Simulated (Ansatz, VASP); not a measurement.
**BaTe: VASP beside Ansatz**

Contents of POSCAR:

```
BaTe
1.0
    0.0000000000      3.7362055650      3.5323868441
    3.7362055650      0.0000000000      3.5323868441
    3.7362055650      3.7362055650      0.0000000000
Ba Te
1 1
Direct
    0.0000000000      0.0000000000      0.0000000000
    0.5000000000      0.5000000000      0.5000000000
```

The input INCAR.step1:

```
PREC = Accurate
ENCUT = 520
EDIFF = 1E-5
ISMEAR = 0
SIGMA = 0.01
LREAL = False
LASPH = True
NELM = 100
ALGO = Normal
ISIF = 2
LWAVE = True
LCHARG = False
NBANDS = 15
GGA = PE
```

The input INCAR.step2:

```
PREC = Accurate
ENCUT = 520
EDIFF = 1E-7
ISMEAR = 0
SIGMA = 0.01
LREAL = False
LASPH = True
NELM = 100
ALGO = Normal
ISIF = 2
LWAVE = False
LCHARG = False
GGA = PE
LHFCALC = True
HFSCREEN = 0.2079
PRECFOCK = Normal
NBANDS = 15
ISTART = 1
```

KPOINTS

```
regular mesh
0
Gamma
  4 4 4
```

Input for Ansatz:

```yaml
crystal:
  lattice:
    - [0.0, 3.736205565, 3.5323868441]
    - [3.736205565, 0.0, 3.5323868441]
    - [3.736205565, 3.736205565, 0.0]
  atoms:
    - { symbol: Ba, position: [0.0, 0.0, 0.0] }
    - { symbol: Te, position: [0.5, 0.5, 0.5] }
kpoints:
  mp_grid: { grid: [4, 4, 4] }
  band_path:
    path:
      - [0.0, 0.0, 0.0]
      - [0.5, 0.0, 0.5]
      - [0.625, 0.25, 0.625]
      - [0.375, 0.375, 0.75]
      - [0.5, 0.5, 0.5]
      - [0.5, 0.25, 0.75]
      - [0.5, 0.5, 0.0]
    npoints: 1
hamiltonian:
  xc: hse06
scf:
  occupations: { method: fixed }
  n_extra_bands: 4
output:
  forces: true
  stress: true
  eigenvalues: true
```

Change from the starting cell: biaxial_xy strain +5.8%.

Alike in both runs: task single point; functional HSE06; k mesh 4 × 4 × 4; no spin polarisation.

|  | VASP | Ansatz |
| --- | --- | --- |
| version | VASP 6.6.1 | Ansatz 0.2.0 |
| potentials or method | VASP PAW PBE potentials, release 64 (Ba_sv, Te) | plane waves, PAW |
| plane-wave cutoff (eV) | 520 | 420 |
| occupations | gaussian, width 0.01 eV | fixed |
| valence electrons in the cell | 16 | 26 |

VASP gave:

| Item | Value |
| --- | --- |
| gap on the k mesh at the Fermi level (eV) | 2.45 |
| pressure (GPa) | -2.5 |
| traceless stress, the component that is largest in VASP (GPa) | 1.38 |

Question: Estimate Ansatz's values.

Answer: gap on the k mesh at the Fermi level (eV): 2.49; pressure (GPa): -2.6; traceless stress, the component that is largest in VASP (GPa): 1.31.

VASP's potentials hold 16 valence electrons a cell and Ansatz's 26, so a difference there can come from the potentials and not from the codes. Ansatz's warnings: stress exchange threshold loose, stress scf threshold loose.

Neither program's run includes spin-orbit coupling.
